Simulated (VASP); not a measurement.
Write the native input for VASP 6.6.1 that does the following.

- Task: electric field gradients
- Functional: LDA
- Potentials or basis: VASP PAW LDA potentials, release 64 (Cd_sv_GW, F)
- Cutoff: 520 eV
- k mesh: 8 × 8 × 8
- Occupations: fermi-dirac, width 0.02 eV
- Spin: no spin polarisation
- Dipole correction: no
- Further INCAR settings: ALGO = Normal; EDIFF = 1e-08; NBANDS = 24

The structure of CdF2 lies in POSCAR:

```
CdF2
1.0
    0.0000000000      2.6390049769      2.6390049769
    2.6390049769      0.0000000000      2.6390049769
    2.6390049769      2.6390049769      0.0000000000
Cd F
1 2
Direct
    0.0000000000      0.0000000000      0.0000000000
    0.2500000000      0.2500000000      0.2500000000
    0.7500000000      0.7500000000      0.7500000000
```

The input as run:

INCAR

```
PREC = Accurate
ENCUT = 520
EDIFF = 1E-8
ISMEAR = -1
SIGMA = 0.02
LREAL = False
LASPH = True
NELM = 120
ALGO = Normal
ISIF = 2
LWAVE = False
LCHARG = False
LEFG = True
NBANDS = 24
GGA_COMPAT = False
```

KPOINTS

```
regular mesh
0
Gamma
  8 8 8
```

Potentials or basis: VASP PAW LDA potentials, release 64 (Cd_sv_GW, F).

Launch:

```console
$ cat potpaw_LDA.64/Cd_sv_GW/POTCAR potpaw_LDA.64/F/POTCAR > POTCAR
$ mpirun -np 1 vasp_std > vasp.out
```

It gave:

```json
{
 "Pressure": "-0.1 GPa",
 "Band gap on the k mesh": "3.03 eV (least direct gap 3.43 eV)",
 "Largest electric field gradient by atom": "under 0.05 V/Å² on every atom"
}
```

It took 16 s on 1 thread of Intel(R) Xeon(R) 6975P-C (Granite Rapids), on a shared host, peak memory 0.15 GiB.
